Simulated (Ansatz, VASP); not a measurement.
One calculation of Al5Rh, two programs

```xyz
6
Lattice="0.0000 3.6323 3.6323 3.6323 0.0000 3.6323 3.6323 3.6323 0.0000" Properties=species:S:1:pos:R:3 pbc="T T T"
Al    1.8161    1.8161    1.8161
Al    4.5409    2.7236    2.7236
Al    4.5409    4.5409    4.5409
Al    2.7236    2.7236    4.5409
Al    2.7236    4.5409    2.7236
Rh    0.0000    0.0000    0.0000
```

Change from the starting cell: species swapped into the DyCu5 type (F-43m, No. 216).

Alike in both runs: functional PBE; k mesh 4 × 4 × 4; occupations gaussian, width 0.1 eV; no spin polarisation.

Ansatz relaxed the structure, and its values are those at the end. VASP's run is a single point on that final structure, the one shown.

```csv
,VASP,Ansatz
version,VASP 6.6.1,Ansatz 0.2.0
potentials or method,"VASP PAW PBE potentials, release 64 (Al, Rh_pv), cutoff 520 eV","scalar-relativistic, plane waves, PAW"
valence electrons in the cell,30,32
```

|  | VASP | Ansatz | Ansatz less VASP |
| --- | --- | --- | --- |
| gap on the k mesh at the Fermi level (eV) | none | none | - |
| pressure (GPa) | 0.0 | 0.0 | +0.02 |

A gap of «none» marks a metal or a gap that the smearing closes. With one functional, cell and mesh, what is left measures potentials, basis and numerics. VASP's potentials hold 30 valence electrons a cell and Ansatz's 32, so a difference there can come from the potentials and not from the codes.

The k mesh is coarse, so the values compare programs but aren't converged.
